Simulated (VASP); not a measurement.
Co4Ge:

```
Co Ge
1.0
     4.11663    0.00000    0.00000
     0.00000    4.11663    0.00000
     0.00000    0.00000    4.11663
Co Ge
4 1
Direct
  0.50000 0.00000 0.00000
  0.00000 0.50000 0.00000
  0.00000 0.00000 0.50000
  0.50000 0.50000 0.50000
  0.00000 0.00000 0.00000
```

The cell was generated, and may not be a known phase.

- Program: VASP 6.6.1
- Task: relaxation of cell and atoms
- Functional: PBE
- Potentials or basis: VASP PAW PBE potentials, release 64 (Co, Ge_d)
- Cutoff: 600 eV
- k mesh: 4 × 4 × 4
- Occupations: gaussian, width 0.1 eV
- Spin: collinear spin, ferromagnetic start
- Starting moments: [3.0, 3.0, 3.0, 3.0, 0.0] μB

At the start: pressure 14.6 GPa; volume 13.95 Å³/atom.

Q: How do energy, volume and symmetry change on relaxing?

A: Over 3 steps the energy falls by 70.9 meV/atom and the volume is 15.67 Å³/atom (+12.3 %); space group Pm-3m (No. 221, to 0.1 Å) before and after; moment 6.68 μB per cell.

The path:
```tsv
step	energy change (eV)	largest force (eV/Å)	pressure (GPa)	volume (Å³)
1	0.0000	0.0000	14.62	69.76
2	-0.2615	0.0000	-5.80	83.42
3	-0.3543	0.0000	0.03	78.33
```

Final structure:
```yaml
crystal:
  lattice:
    - [4.27869, 0.00000, 0.00000]
    - [0.00000, 4.27869, 0.00000]
    - [0.00000, 0.00000, 4.27869]
  atoms:
    - { symbol: Co, position: [0.50000, 0.00000, 0.00000] }
    - { symbol: Co, position: [0.00000, 0.50000, 0.00000] }
    - { symbol: Co, position: [0.00000, 0.00000, 0.50000] }
    - { symbol: Co, position: [0.50000, 0.50000, 0.50000] }
    - { symbol: Ge, position: [0.00000, 0.00000, 0.00000] }
```

Caveat: the k points lie up to 0.37 Å⁻¹ apart in the final cell.
